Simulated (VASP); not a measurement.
TiB2: single point with LDA

Crystal: TiB2.

```xyz
3
Lattice="3.0292 0.0000 0.0000 -1.5146 2.6234 0.0000 0.0000 0.0000 3.2284" Properties=species:S:1:pos:R:3 pbc="T T T"
Ti    0.0000    0.0000    0.0000
B     1.5146    0.8745    1.6142
B     0.0000    1.7489    1.6142
```

| Item | Value |
| --- | --- |
| Program | VASP 6.6.1 |
| Task | single point |
| Functional | LDA |
| Potentials or basis | VASP PAW LDA potentials, release 64 (Ti_sv, B) |
| Cutoff | 520 eV |
| k mesh | 10 × 10 × 8 |
| Occupations | fermi-dirac, width 0.05 eV |
| Spin | no spin polarisation |
| Dipole correction | no |
| Further INCAR settings | ALGO = Normal; EDIFF = 1e-07; NBANDS = 16 |

- Pressure: -10.7 GPa
- Band gap on the k mesh: zero (band 9 reaches 10.29 eV, above the bottom of band 10 at 9.74 eV)

Stress tensor (GPa, compression positive):
```
-10.32   0.00   0.00
  0.00 -10.32   0.00
  0.00   0.00 -11.37
```

Levels at points of the mesh, in eV from the Fermi level:
| k point | band 5 | band 6 | band 7 | band 8 | band 9 | band 10 | band 11 | band 12 | band 13 | band 14 |
| --- | --- | --- | --- | --- | --- | --- | --- | --- | --- | --- |
| (0.00, 0.00, 0.00) | -13.23 | -2.52 | -2.52 | -2.19 | -2.05 | 1.94 | 1.94 | 3.70 | 3.70 | 5.87 |
| (0.50, 0.00, 0.00) | -9.18 | -8.96 | -3.15 | -3.14 | -2.19 | 1.39 | 2.79 | 3.27 | 3.46 | 7.52 |
| (0.00, 0.00, 0.50) | -11.28 | -7.45 | -0.46 | -0.46 | -0.12 | -0.12 | 0.48 | 0.48 | 1.68 | 6.63 |
| (0.50, 0.00, 0.50) | -9.52 | -7.34 | -4.55 | -3.72 | -2.98 | 2.52 | 2.97 | 4.56 | 4.64 | 5.58 |

Wall time 8.8 s on 1 thread of Intel(R) Xeon(R) 6975P-C (Granite Rapids), with other jobs on the host, peak memory 0.14 GiB.
